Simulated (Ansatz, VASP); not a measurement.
**Li2ClF in VASP and in Ansatz**

The input POSCAR:

```
Li2ClF
1.0
    3.3431460528      0.0000000000      0.0000000000
    0.0000000000      3.3431460528      0.0000000000
    0.0000000000      0.0000000000      4.6012771269
F Li Cl
1 2 1
Direct
    0.0000000000      0.0000000000      0.0000000000
    0.0000000000      0.0000000000      0.5000000000
    0.5000000000      0.5000000000      0.0000000000
    0.5000000000      0.5000000000      0.5000000000
```

Contents of INCAR.step1:

```
SYSTEM = Li2ClF
PREC = Accurate ; ENCUT = 520
ISMEAR = 0 ; SIGMA = 0.01
LREAL = .FALSE. ; LASPH = .TRUE.
NELM = 80 ; NBANDS = 18
GGA = PE ; ALGO = Normal
EDIFF = 1E-4 ; LWAVE = .TRUE.
LCHARG = .FALSE.
```

File INCAR.step2:

```
SYSTEM = Li2ClF
PREC = Accurate ; ENCUT = 520
EDIFF = 1E-6 ; ISMEAR = 0
SIGMA = 0.01 ; LREAL = .FALSE.
LASPH = .TRUE. ; NELM = 80
ALGO = Normal ; ISIF = 2
LWAVE = .FALSE. ; LCHARG = .FALSE.
METAGGA = R2SCAN ; LMIXTAU = .TRUE.
NBANDS = 18 ; ISTART = 1
```

Contents of KPOINTS:

```
regular mesh
0
G
  6 6 4
  0 0 0
```

Input for Ansatz:

```yaml
crystal:
  lattice:
    - [3.3431460528, 0.0, 0.0]
    - [0.0, 3.3431460528, 0.0]
    - [0.0, 0.0, 4.6012771269]
  atoms:
    - { symbol: F, position: [0.0, 0.0, 0.0] }
    - { symbol: Li, position: [0.0, 0.0, 0.5] }
    - { symbol: Cl, position: [0.5, 0.5, 0.5] }
    - { symbol: Li, position: [0.5, 0.5, 0.0] }
kpoints:
  mp_grid: { grid: [6, 6, 4] }
hamiltonian:
  xc: r2scan
scf:
  occupations: { method: fixed }
  n_extra_bands: 5
output:
  forces: true
  stress: true
  eigenvalues: true
```

Alike in both runs: task single point; functional r2SCAN; k mesh 6 × 6 × 4; no spin polarisation.

|  | VASP | Ansatz |
| --- | --- | --- |
| version | VASP 6.6.1 | Ansatz 0.2.0 |
| potentials or method | VASP PAW PBE potentials, release 64 (F, Li_sv, Cl) | plane waves |
| plane-wave cutoff (eV) | 520 | 500 |
| occupations | gaussian, width 0.01 eV | fixed |
| valence electrons in the cell | 20 | 20 |

```csv
,VASP,Ansatz,Ansatz less VASP
gap on the k mesh at the Fermi level (eV),7.30,7.31,+0.008
```

VASP's potentials were made for PBE, not for r2SCAN.

Noted on VASP's run: the cutoff is under 1.25 times that of the potentials, so the pressure is a little rough.
